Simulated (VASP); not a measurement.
A run of VASP 6.6.1 is set up as follows.

File INCAR:

```
  PREC = Accurate
  ENCUT = 520
  EDIFF = 1E-7
  ISMEAR = -1
  SIGMA = 0.05
  LREAL = False
  LASPH = True
  NELM = 60
  ALGO = Fast
  ISIF = 2
  LWAVE = False
  LCHARG = True
  GGA = PS
  LELF = True
  LVHAR = True
  NBANDS = 13
```

File KPOINTS:

```
Automatic mesh
0
Gamma
  8 8 8
```

File POSCAR:

```
Sn
1.0
   -1.8946518192      1.8946518192      1.9325448556
    1.8946518192     -1.8946518192      1.9325448556
    1.8946518192      1.8946518192     -1.9325448556
Sn
1
Direct
    0.0000000000      0.0000000000      0.0000000000
```

Potentials or basis: VASP PAW PBE potentials, release 64 (Sn_d).

Launch:

```console
$ cat potpaw_PBE.64/Sn_d/POTCAR > POTCAR
$ mpirun -np 1 vasp_std > vasp.out
```

(1) Estimate the band gap on the k mesh.

(2) Predict the pressure.

## Answers

(1) zero (band 7 reaches 15.37 eV, above the bottom of band 8 at 5.49 eV).

(2) -2.4 GPa.

Caveat: the PAW data sets were made with another functional, which shifts forces and pressure a little; spin-orbit coupling is left out, which moves the levels of the heavy elements.
